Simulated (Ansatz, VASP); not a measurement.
## Ta in VASP and in Ansatz

```xyz
2
Lattice="2.9004 0.0000 0.0000 -1.4502 2.5118 0.0000 0.0000 0.0000 5.1663" Properties=species:S:1:pos:R:3 pbc="T T T"
Ta    1.4502    0.3873    3.8747
Ta    0.0000    1.6745    1.2916
```

Alike in both runs: task single point; functional PBEsol; k mesh 18 × 18 × 10; occupations gaussian, width 0.15 eV; no spin polarisation.

```csv
,VASP,Ansatz
version,VASP 6.6.1,Ansatz 0.2.0
potentials or method,"VASP PAW PBE potentials, release 64 (Ta_pv), cutoff 520 eV","scalar-relativistic, plane waves, PAW"
valence electrons in the cell,22,26
```

Ansatz gave:

| Quantity | Value |
| --- | --- |
| gap on the k mesh at the Fermi level (eV) | none |
| pressure (GPa) | -6.5 |
| traceless stress, the component that is largest in VASP (GPa) | 7.49 |
| rms of the force components (eV/Å) | 0.183 |

Q: Estimate VASP's values.

A: gap on the k mesh at the Fermi level (eV): none; pressure (GPa): -6.4; traceless stress, the component that is largest in VASP (GPa): 7.45; rms of the force components (eV/Å): 0.181.

VASP's potentials were made for PBE, not for PBEsol. Atom by atom the forces differ by 0.002 eV/Å (rms over components). A gap of «none» marks a metal or a gap that the smearing closes. With one functional, cell and mesh, what is left measures potentials, basis and numerics. VASP's potentials hold 22 valence electrons a cell and Ansatz's 26, so a difference there can come from the potentials and not from the codes.

Spin-orbit coupling is off throughout.
